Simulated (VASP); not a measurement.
Cs:

```
Cs
1.0
     0.00000    5.30271    5.30271
     5.30271    0.00000    5.30271
     5.30271    5.30271    0.00000
Cs
2
Direct
  0.12500 0.12500 0.12500
  0.87500 0.87500 0.87500
```

This isn't the form of Cs at room conditions, which is bcc.

* Program: VASP 6.6.1
* Task: relaxation of cell and atoms
* Functional: PBE
* Potentials or basis: VASP PAW PBE potentials, release 64 (Cs_sv)
* Cutoff: 500 eV
* k mesh: 5 × 5 × 5
* Occupations: fermi-dirac, width 0.1 eV
* Spin: no spin polarisation

At the start: pressure 0.2 GPa; volume 149.11 Å³/atom.

Q: How do energy, volume and symmetry change on relaxing?

A: Over 5 steps the energy falls by 20.7 meV/atom and the volume is 187.17 Å³/atom (+25.5 %); space group Fd-3m (No. 227, to 0.1 Å) before and after.

The path:
```csv
step,energy change (eV),largest force (eV/Å),pressure (GPa),volume (Å³)
1,0.0000,0.0000,0.20,298.21
2,-0.0096,0.0000,0.17,306.40
3,-0.0304,0.0000,0.09,331.87
4,-0.0405,0.0000,-0.02,386.97
5,-0.0415,0.0000,0.00,374.34
```

Final structure:
```
CELL_PARAMETERS angstrom
0.00000 5.72020 5.72020
5.72020 0.00000 5.72020
5.72020 5.72020 0.00000
ATOMIC_POSITIONS crystal
Cs 0.12500 0.12500 0.12500
Cs 0.87500 0.87500 0.87500
```

Caveat: the volume moved by over 15 % at a fixed basis, so the end points are rough.
